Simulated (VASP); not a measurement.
# KI: single point with PBE

The system is KI.

```
K I
1.0
     0.00000    3.54428    3.54428
     3.47340    0.00000    3.54428
     3.47340    3.54428    0.00000
K I
1 1
Direct
  0.00000 0.00000 0.00000
  0.50000 0.50000 0.50000
```

This cell differs from its parent crystal: uniaxial x strain -2.0%.

| Item | Value |
| --- | --- |
| Program | VASP 6.6.1 |
| Task | single point |
| Functional | PBE |
| Potentials or basis | VASP PAW PBE potentials, release 64 (K_sv, I) |
| Cutoff | 520 eV |
| k mesh | 4 × 4 × 4 |
| Occupations | gaussian, width 0.01 eV |
| Spin | no spin polarisation |
| Dipole correction | no |
| Further INCAR settings | ALGO = Normal; EDIFF = 1e-06; NBANDS = 15 |

```yaml
Pressure: 0.8 GPa
Band_gap_on_the_k_mesh: 3.98 eV, direct
```

Stress tensor (GPa, compression positive):
```
1.19 0.00 0.00
0.00 0.59 0.00
0.00 0.00 0.59
```

Levels at points of the mesh, in eV from the valence-band top:
```
           k point  band 5  band 6  band 7  band 8  band 9  band 10  band 11  band 12
(0.00, 0.00, 0.00)  -10.52   -0.01   -0.01    0.00    3.98     6.45     6.45     6.57
(0.50, 0.00, 0.00)  -10.23   -1.35   -0.35   -0.35    5.53     7.74     8.08     8.24
(0.50, 0.50, 0.00)  -10.38   -1.02   -0.38   -0.35    4.92     5.79     8.09     8.74
(0.00, 0.50, 0.50)  -10.37   -1.00   -0.40   -0.40    4.90     5.79     8.14     8.75
```

Wall time 20 s on 1 thread of Intel(R) Xeon(R) Platinum 8259CL CPU @ 2.50GHz (Skylake/Cascade Lake) (shared host), peak memory 0.23 GiB.

Caveat: the cell differs from its parent crystal (uniaxial x strain -2.0%); spin-orbit coupling is left out, which moves the levels of the heavy elements.
